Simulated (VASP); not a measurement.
Write the native input for VASP 6.6.1 that does the following.

| Item | Value |
| --- | --- |
| Task | relaxation of cell and atoms |
| Functional | PBE |
| Potentials or basis | VASP PAW PBE potentials, release 64 (In_d, B, Pt) |
| Cutoff | 600 eV |
| k mesh | 10 × 10 × 8 |
| Occupations | gaussian, width 0.1 eV |
| Spin | no spin polarisation |
| Dipole correction | no |
| Further INCAR settings | ALGO = Normal; EDIFF = 1e-06; IBRION = 2; EDIFFG = -0.01; NSW = 100; ISIF = 3 |

The structure of InB4Pt lies in POSCAR:

```
InB4Pt
1.0
    4.3274129706      0.0000000000      0.0000000000
    0.0000000000      4.3274129706      0.0000000000
    0.0000000000      0.0000000000      4.9366904134
In B Pt
1 4 1
Direct
    0.0000000000      0.0000000000      0.0000000000
    0.0000000000      0.5000000000      0.8223689138
    0.5000000000      0.0000000000      0.8223689138
    0.0000000000      0.5000000000      0.1776310862
    0.5000000000      0.0000000000      0.1776310862
    0.0000000000      0.0000000000      0.5000000000
```

The input as run:

INCAR

```
SYSTEM = InB4Pt
PREC = Accurate
ENCUT = 600
EDIFF = 1E-6
ISMEAR = 0
SIGMA = 0.1
LREAL = .FALSE.
LASPH = .TRUE.
NELM = 100
ALGO = Normal
ISIF = 3
LWAVE = .FALSE.
LCHARG = .FALSE.
GGA = PE
IBRION = 2
NSW = 100
EDIFFG = -0.01
```

KPOINTS

```
regular mesh
0
G
  10 10 8
  0 0 0
```

Potentials or basis: VASP PAW PBE potentials, release 64 (In_d, B, Pt).

The run is started by

```sh
$ cat potpaw_PBE.64/In_d/POTCAR potpaw_PBE.64/B/POTCAR potpaw_PBE.64/Pt/POTCAR > POTCAR
$ mpirun -np 1 vasp_std > vasp.out
```

Results of the run:

* Relaxed volume: 15.37 Å³/atom
* Relaxed cell: a = 4.325 Å, b = 4.325 Å, c = 4.931 Å, α = 90.00°, β = 90.00°, γ = 90.00°
* Space group after relaxing (to 0.05 Å): P4/mmm (No. 123)
* Energy gained by relaxing: 0.0 meV/atom
* Ionic steps: 4
* Pressure after relaxing: 0.0 GPa
* Largest force after relaxing: 0.010 eV/Å

Run time: 6.8 min on 1 thread of Intel(R) Xeon(R) Platinum 8259CL CPU @ 2.50GHz (Skylake/Cascade Lake), on a shared host, peak memory 0.43 GiB.
